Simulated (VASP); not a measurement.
A run of VASP 6.6.1 is set up as follows.

Contents of INCAR:

```
PREC = Accurate
ENCUT = 520
EDIFF = 1E-6
ISMEAR = 0
SIGMA = 0.05
LREAL = F
LASPH = T
NELM = 80
ALGO = Normal
ISIF = 2
LWAVE = F
LCHARG = T
GGA = PS
LELF = T
LVHAR = T
NBANDS = 26
```

File KPOINTS:

```
regular mesh
0
Gamma
  8 8 6
```

Contents of POSCAR:

```
GaN
1.0
    0.0000000000     -2.2490913701     -2.2790042853
    0.0000000000      2.2490913701     -2.2790042853
    4.5580085705      0.0000000000      0.0000000000
Ga N
2 2
Direct
    0.4984372640      0.4984372640      0.5000000000
    0.0015627360      0.0015627360      0.0000000000
    0.0128940960      0.4871059040      0.2500000000
    0.4871059040      0.0128940960      0.7500000000
```

Potentials or basis: VASP PAW PBE potentials, release 64 (Ga_d, N).

Command:

```bash
$ cat potpaw_PBE.64/Ga_d/POTCAR potpaw_PBE.64/N/POTCAR > POTCAR
$ mpirun -np 1 vasp_std > vasp.out
```

Task: Estimate the largest force.

Result: 0.976 eV/Å.

Task: Predict the pressure.

Result: -4.5 GPa.

Stress tensor (GPa, compression positive):
```
-4.74  0.00  0.00
 0.00 -3.80  0.00
 0.00  0.00 -5.02
```

Caveat: the PAW data sets were made with another functional, which shifts forces and pressure a little.
